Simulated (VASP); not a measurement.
Crystal: Pb.

```
CELL_PARAMETERS angstrom
3.50021 0.00000 0.00000
1.75010 3.03127 0.00000
1.75010 1.01042 2.85791
ATOMIC_POSITIONS crystal
Pb 0.00000 0.00000 0.00000
```

| Quantity | Value |
| --- | --- |
| Program | VASP 6.6.1 |
| Task | relaxation of cell and atoms |
| Functional | PBE |
| Potentials or basis | VASP PAW PBE potentials, release 64 (Pb_d) |
| Cutoff | 600 eV |
| k mesh | 6 × 6 × 6 |
| Occupations | fermi-dirac, width 0.05 eV |
| Spin | no spin polarisation |

At the start: pressure 3.3 GPa; volume 30.32 Å³/atom.

Task: Where does the relaxation end?

Result: Over 3 steps the energy falls by 22.9 meV/atom and the volume is 32.70 Å³/atom (+7.8 %); space group Fm-3m (No. 225, to 0.05 Å).

Step by step:
```tsv
step	energy change (eV)	largest force (eV/Å)	pressure (GPa)	volume (Å³)
1	0.0000	0.0000	3.33	30.32
2	-0.0222	0.0000	-0.50	33.18
3	-0.0229	0.0000	0.03	32.70
```

Final structure:
```cif
data_structure
_symmetry_space_group_name_H-M 'P 1'
_symmetry_Int_Tables_number 1
_cell_length_a 3.5892
_cell_length_b 3.5892
_cell_length_c 3.5892
_cell_angle_alpha 60.000
_cell_angle_beta 60.000
_cell_angle_gamma 60.000
_cell_volume 32.70
loop_
_atom_site_label
_atom_site_type_symbol
_atom_site_fract_x
_atom_site_fract_y
_atom_site_fract_z
_atom_site_occupancy
Pb1 Pb 0.00000 0.00000 0.00000 1
```

Caveat: the k points lie up to 0.36 Å⁻¹ apart in the final cell.
